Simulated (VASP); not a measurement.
Set up this calculation in VASP 6.6.1, as the native input.

- Task: relaxation of cell and atoms
- Functional: r2SCAN
- Potentials or basis: VASP PAW PBE potentials, release 64 (Rb_sv)
- Cutoff: 600 eV
- k mesh: 8 × 8 × 8
- Occupations: fermi-dirac, width 0.1 eV
- Spin: no spin polarisation
- Target pressure: 4 GPa
- Dipole correction: no
- Further INCAR settings: ALGO = Normal; EDIFF = 1e-07; IBRION = 2; EDIFFG = -0.01; NSW = 80; ISIF = 3

Crystal: Rb.

```xyz
1
Lattice="0.0000 3.6399 3.6399 3.6399 0.0000 3.6399 3.6399 3.6399 0.0000" Properties=species:S:1:pos:R:3 pbc="T T T"
Rb    0.0000    0.0000    0.0000
```

This isn't the form of Rb at room conditions, which is bcc.

One way to write it, as run:

POSCAR

```
Rb
1.0
    0.0000000000      3.6398850000      3.6398850000
    3.6398850000      0.0000000000      3.6398850000
    3.6398850000      3.6398850000      0.0000000000
Rb
1
Direct
    0.0000000000      0.0000000000      0.0000000000
```

INCAR.step1

```
SYSTEM = Rb
PREC     = Accurate       ! precision mode
ENCUT    = 600            ! plane-wave cutoff, eV
ISMEAR   = -1             ! smearing method
SIGMA    = 0.1            ! smearing width, eV
LREAL    = .FALSE.        ! projectors in reciprocal space
LASPH    = .TRUE.         ! aspherical terms in the spheres
NELM     = 80             ! most SCF steps
GGA      = PE             ! functional
ALGO     = Normal         ! electronic algorithm
EDIFF    = 1E-4           ! SCF threshold, eV
LWAVE    = .TRUE.         ! write WAVECAR
LCHARG   = .FALSE.        ! write CHGCAR
```

INCAR.step2

```
SYSTEM = Rb
PREC     = Accurate       ! precision mode
ENCUT    = 600            ! plane-wave cutoff, eV
EDIFF    = 1E-7           ! SCF threshold, eV
ISMEAR   = -1             ! smearing method
SIGMA    = 0.1            ! smearing width, eV
LREAL    = .FALSE.        ! projectors in reciprocal space
LASPH    = .TRUE.         ! aspherical terms in the spheres
NELM     = 80             ! most SCF steps
ALGO     = Normal         ! electronic algorithm
ISIF     = 3              ! what is computed and relaxed
LWAVE    = .FALSE.        ! write WAVECAR
LCHARG   = .FALSE.        ! write CHGCAR
METAGGA  = R2SCAN         ! meta-GGA
LMIXTAU  = .TRUE.       
IBRION   = 2              ! ionic algorithm
NSW      = 80             ! ionic steps
EDIFFG   = -0.01          ! ionic threshold
PSTRESS  = 40.0         
ISTART   = 1
```

KPOINTS

```
Automatic mesh
0
G
  8 8 8
  0 0 0
```

Potentials or basis: VASP PAW PBE potentials, release 64 (Rb_sv).

Command:

```console
$ cat potpaw_PBE.64/Rb_sv/POTCAR > POTCAR
$ cp INCAR.step1 INCAR
$ mpirun -np 1 vasp_std > vasp.out
$ cp INCAR.step2 INCAR
$ mpirun -np 1 vasp_std > vasp.out
```

Results of the run:

| Property | Result |
| --- | --- |
| Relaxed volume | 54.12 Å³/atom |
| Relaxed cell | a = 4.246 Å, b = 4.246 Å, c = 4.246 Å, α = 60.00°, β = 60.00°, γ = 60.00° |
| Space group after relaxing (to 0.1 Å) | Fm-3m (No. 225) |
| Energy change on relaxing (the run minimises the enthalpy) | +344.2 meV/atom |
| Ionic steps | 4 |
| Pressure after relaxing | 4.0 GPa |
| Band gap on the k mesh | zero (an odd number of electrons rules out a gap without spin polarisation) |

Caveat: the cell is relaxed towards a set pressure, so the run minimises the enthalpy, not the energy; the volume moved by over 15 % at a fixed basis, so the end points are rough; the PAW data sets were made with another functional, which shifts forces and pressure a little.

It took 15 min on 1 thread of Oxide Virtual Turin-like Processor, on a shared host, peak memory 0.27 GiB.
